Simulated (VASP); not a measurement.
# GaAs: single point with LDA

The system is GaAs.

```xyz
2
Lattice="0.0000 2.8268 2.9117 2.8268 0.0000 2.9117 2.8268 2.8268 0.0000" Properties=species:S:1:pos:R:3 pbc="T T T"
Ga    0.0000    0.0000    0.0000
As    4.2403    4.2403    4.3675
```

This cell differs from its parent crystal: zz strain of +3 %.

| Property | Result |
| --- | --- |
| Program | VASP 6.6.1 |
| Task | single point |
| Functional | LDA |
| Potentials or basis | VASP PAW LDA potentials, release 64 (Ga_d, As) |
| Cutoff | 520 eV |
| k mesh | 11 × 11 × 11 |
| Occupations | fermi-dirac, width 0.05 eV |
| Spin | no spin polarisation |

```
Pressure : -3.4 GPa
```

Stress tensor (GPa, compression positive):
```
-2.78  0.00  0.00
 0.00 -2.78  0.00
 0.00  0.00 -4.70
```

Levels at points of the mesh, in eV from the Fermi level:
```tsv
k point	band 6	band 7	band 8	band 9	band 10	band 11	band 12	band 13
(0.00, 0.00, 0.00)	-12.69	-0.25	-0.08	-0.08	-0.03	3.51	3.51	3.59
```

Wall time 82 s on 1 thread of Intel(R) Xeon(R) 6975P-C (Granite Rapids), on a shared host, peak memory 0.22 GiB.

Caveat: the cell differs from its parent crystal (zz strain of +3 %); the cell stands under tension.
